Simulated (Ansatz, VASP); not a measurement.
**W in VASP and in Ansatz**

File INCAR:

```
PREC = Accurate
ENCUT = 520
EDIFF = 1E-6
ISMEAR = 0
SIGMA = 0.15
LREAL = F
LASPH = T
NELM = 80
ALGO = Fast
ISIF = 2
LWAVE = F
LCHARG = F
GGA = CA
NBANDS = 13
```

File KPOINTS:

```
regular mesh
0
Gamma
  22 22 22
```

POSCAR

```
W
1.0
    0.0000000000      1.9194289109      2.1276869477
    1.9194289109      0.0000000000      2.1276869477
    1.9194289109      1.9194289109      0.0000000000
W
1
Direct
    0.0000000000      0.0000000000      0.0000000000
```

Input for Ansatz:

```yaml
crystal:
  lattice:
    - [0.0, 1.9194289109, 2.1276869477]
    - [1.9194289109, 0.0, 2.1276869477]
    - [1.9194289109, 1.9194289109, 0.0]
  atoms:
    - { symbol: W, position: [0.0, 0.0, 0.0] }
basis:
  ecutwfc: 420
kpoints:
  mp_grid: { grid: [22, 22, 22] }
hamiltonian:
  xc: lda
  pseudopotentials: { kind: paw, azcp: { folder: soft_1 } }
scf:
  occupations: { method: gaussian, width: 0.15 }
output:
  forces: true
  stress: true
  eigenvalues: true
```

Alike in both runs: task single point; functional LDA; k mesh 22 × 22 × 22; occupations gaussian, width 0.15 eV; no spin polarisation.

```csv
,VASP,Ansatz
version,VASP 6.6.1,Ansatz 0.2.0
potentials or method,"VASP PAW LDA potentials, release 64 (W_sv), cutoff 520 eV","scalar-relativistic, plane waves, PAW"
valence electrons in the cell,14,14
```

|  | VASP | Ansatz | Ansatz less VASP |
| --- | --- | --- | --- |
| gap on the k mesh at the Fermi level (eV) | none | none | - |
| pressure (GPa) | 2.1 | 0.3 | -1.77 |
| traceless stress, the component that is largest in VASP (GPa) | 7.07 | 7.15 | +0.074 |

Ansatz warns that its potentials were made for another functional, while VASP's fit it. LDA's correlation is that of Perdew and Zunger in VASP and of Perdew and Wang (1992) in Ansatz. A gap of «none» marks a metal or a gap that the smearing closes.

Spin-orbit coupling is off throughout.
